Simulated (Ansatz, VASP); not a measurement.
## TaCl3F: VASP beside Ansatz

```
CELL_PARAMETERS angstrom
-2.05586 2.42147 7.38696
2.05586 -2.42147 7.38696
2.05586 2.42147 -7.38696
ATOMIC_POSITIONS crystal
Ta 0.00000 0.00000 0.00000
Cl 0.84273 0.84273 0.00000
Cl 0.15727 0.15727 0.00000
Cl 0.50000 0.00000 0.50000
F 0.00000 0.50000 0.50000
```

Alike in both runs: functional PBE; k mesh 10 × 10 × 10; occupations gaussian, width 0.1 eV; no spin polarisation.

Ansatz relaxed the structure, and its values are those at the end. VASP's run is a single point on that final structure, the one shown.

|  | VASP | Ansatz |
| --- | --- | --- |
| version | VASP 6.6.1 | Ansatz 0.2.0 |
| potentials or method | VASP PAW PBE potentials, release 64 (Ta_pv, Cl, F), cutoff 520 eV | scalar-relativistic, plane waves, PAW |
| valence electrons in the cell | 39 | 41 |

```tsv
	VASP	Ansatz	Ansatz less VASP
gap on the k mesh at the Fermi level (eV)	none	none	-
pressure (GPa)	0.0	0.0	+0.01
```

A gap of «none» marks a metal or a gap that the smearing closes. The functional is the same, so the differences come from potentials, cutoffs and numerics. VASP's potentials hold 39 valence electrons a cell and Ansatz's 41, so a difference there can come from the potentials and not from the codes.

Neither program's run includes spin-orbit coupling.
